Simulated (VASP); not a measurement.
Input of a VASP 6.6.1 run:

Contents of INCAR:

```
PREC     = Accurate       # precision mode
ENCUT    = 520            # plane-wave cutoff, eV
EDIFF    = 1E-6           # SCF threshold, eV
ISMEAR   = 0              # smearing method
SIGMA    = 0.02           # smearing width, eV
LREAL    = F              # projectors in reciprocal space
LASPH    = T              # aspherical terms in the spheres
NELM     = 60             # most SCF steps
ALGO     = Normal         # electronic algorithm
ISIF     = 2              # what is computed and relaxed
LWAVE    = F              # write WAVECAR
LCHARG   = F              # write CHGCAR
GGA      = PS             # functional
NBANDS   = 31             # bands
```

File KPOINTS:

```
Automatic mesh
0
Gamma
  6 8 4
```

The input POSCAR:

```
Al3GaN4
1.0
    4.9603959174      0.0000000000     -0.0001387210
    0.0000000000      3.0847461504      0.0000000000
   -0.0034535568      0.0000000000      5.3383900224
Al Ga N
3 1 4
Direct
    0.5005366394      0.5000000000      0.1674528096
    0.0012948290      0.5000000000      0.8349434567
    0.0013988389      0.0000000000      0.3315455485
    0.4993896524      0.0000000000      0.6660751901
    0.1106476941      0.0000000000      0.6662817684
    0.1223445806      0.5000000000      0.1672593244
    0.6249180880      0.5000000000      0.8402149717
    0.6230686776      0.0000000000      0.3262279303
```

Potentials or basis: VASP PAW PBE potentials, release 64 (Al, Ga_d, N).

Command:

```bash
$ cat potpaw_PBE.64/Al/POTCAR potpaw_PBE.64/Ga_d/POTCAR potpaw_PBE.64/N/POTCAR > POTCAR
$ mpirun -np 1 vasp_std > vasp.out
```

(1) Predict the largest force.

(2) What does it give for the pressure?

(3) What does it give for the band gap on the k mesh?

## Answers

(1) 0.025 eV/Å.

(2) 10.0 GPa.

(3) 3.86 eV.

Caveat: the cell stands under pressure; the PAW data sets were made with another functional, which shifts forces and pressure a little.
